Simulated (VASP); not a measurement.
**Zr3H: single point with PBE**

Zr3H:

```
Zr H
1.0
     7.57318    0.00000    0.00000
    -3.78659    6.55857    0.00000
     0.00000    0.00000    3.17479
Zr H
6 2
Direct
  0.20221 0.40442 0.25000
  0.59558 0.79779 0.25000
  0.20221 0.79779 0.25000
  0.79779 0.59558 0.75000
  0.40442 0.20221 0.75000
  0.79779 0.20221 0.75000
  0.33333 0.66667 0.75000
  0.66667 0.33333 0.25000
```

```json
{
  "Program": "VASP 6.6.1",
  "Task": "single point",
  "Functional": "PBE",
  "Potentials or basis": "VASP PAW PBE potentials, release 64 (Zr_sv, H)",
  "Cutoff": "520 eV",
  "k mesh": "3 × 3 × 6",
  "Occupations": "gaussian, width 0.1 eV",
  "Spin": "no spin polarisation"
}
```

The pressure is -0.1 GPa, the largest force is 0.014 eV/Å and the band gap on the k mesh is zero (band 37 reaches 8.47 eV, above the bottom of band 38 at 7.42 eV).

Forces in eV/Å, atoms in the order of the input:
```
Zr   0.000 -0.014  0.000
Zr   0.012  0.007  0.000
Zr  -0.012  0.007  0.000
Zr   0.000  0.014  0.000
Zr  -0.012 -0.007  0.000
Zr   0.012 -0.007  0.000
H    0.000  0.000  0.000
H    0.000  0.000  0.000
```

Levels at points of the mesh, in eV from the Fermi level:
```tsv
k point	band 32	band 33	band 34	band 35	band 36	band 37	band 38	band 39	band 40	band 41
(0.00, 0.00, 0.00)	-1.68	-1.54	-1.52	-1.52	0.32	0.81	0.81	1.03	1.03	1.05
(0.00, 0.00, 0.50)	-1.84	-0.63	-0.63	-0.63	-0.63	-0.24	-0.24	0.20	0.20	2.17
```

It took 47 s on 1 thread of Intel(R) Xeon(R) 6975P-C (Granite Rapids), with other jobs on the host, peak memory 0.28 GiB.
